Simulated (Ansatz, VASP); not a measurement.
# One calculation of Al2Cu, two programs

```
CELL_PARAMETERS angstrom
-3.03350 3.03350 2.43850
3.03350 -3.03350 2.43850
3.03350 3.03350 -2.43850
ATOMIC_POSITIONS crystal
Cu 0.25000 0.25000 0.00000
Cu 0.75000 0.75000 0.00000
Al 0.34190 0.15810 0.50000
Al 0.84190 0.34190 0.18380
Al 0.65810 0.84190 0.50000
Al 0.15810 0.65810 0.81620
```

Alike in both runs: functional LDA; k mesh 7 × 7 × 7; occupations fermi-dirac, width 0.05 eV; no spin polarisation.

|  | VASP | Ansatz |
| --- | --- | --- |
| version | VASP 6.6.1 | Ansatz 0.2.0 |
| potentials or method | VASP PAW LDA potentials, release 64 (Cu, Al) | Ansatz PAW |
| plane-wave cutoff (eV) | 520 | 420 |
| valence electrons in the cell | 34 | 50 |
| task | single point | band structure |

|  | VASP | Ansatz | Ansatz less VASP |
| --- | --- | --- | --- |
| gap on the k mesh at the Fermi level (eV) | none | none | - |
| pressure (GPa) | -5.9 | -6.4 | -0.51 |
| traceless stress, the component that is largest in VASP (GPa) | 0.10 | 0.12 | +0.026 |
| rms of the force components (eV/Å) | 0.046 | 0.047 | +0.0014 |

LDA's correlation is that of Perdew and Zunger in VASP and of Perdew and Wang (1992) in Ansatz. Atom by atom the forces differ by 0.001 eV/Å (rms over components). A gap of «none» marks a metal or a gap that the smearing closes. VASP's potentials hold 34 valence electrons a cell and Ansatz's 50, so a difference there can come from the potentials and not from the codes.
